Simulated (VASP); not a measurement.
Set up this calculation in VASP 6.6.1, as the native input.

```
Task                   : single point
Functional             : PBE
Potentials or basis    : VASP PAW PBE potentials, release 64 (Au)
Cutoff                 : 500 eV
k mesh                 : 18 × 18 × 18
Occupations            : gaussian, width 0.1 eV
Spin                   : no spin polarisation
Dipole correction      : no
Further INCAR settings : ALGO = Normal; EDIFF = 1e-06; NBANDS = 12
```

The structure of Au lies in POSCAR:

```
Au
1.0
    0.0000000000      2.0145453994      2.0145453994
    2.0145453994      0.0000000000      2.0145453994
    2.0145453994      2.0145453994      0.0000000000
Au
1
Direct
    0.0000000000      0.0000000000      0.0000000000
```

The input as run:

INCAR

```
SYSTEM = Au
PREC = Accurate ; ENCUT = 500
EDIFF = 1E-6 ; ISMEAR = 0
SIGMA = 0.1 ; LREAL = .False.
LASPH = .True. ; NELM = 120
ALGO = Normal ; ISIF = 2
LWAVE = .False. ; LCHARG = .False.
GGA = PE ; NBANDS = 12
GGA_COMPAT = .False.
```

KPOINTS

```
regular mesh
0
Gamma
  18 18 18
  0 0 0
```

Potentials or basis: VASP PAW PBE potentials, release 64 (Au).

Run with:

```bash
$ cat potpaw_PBE.64/Au/POTCAR > POTCAR
$ mpirun -np 1 vasp_std > vasp.out
```

Results of the run:

```json
{"Pressure": "17.2 GPa", "Band gap on the k mesh": "zero (an odd number of electrons rules out a gap without spin polarisation)"}
```

Caveat: the cell stands under pressure; spin-orbit coupling is left out, which moves the levels of the heavy elements.

Wall time 30 s on 1 thread of Intel(R) Xeon(R) Platinum 8375C CPU @ 2.90GHz (Ice Lake), on a shared host, peak memory 0.16 GiB.
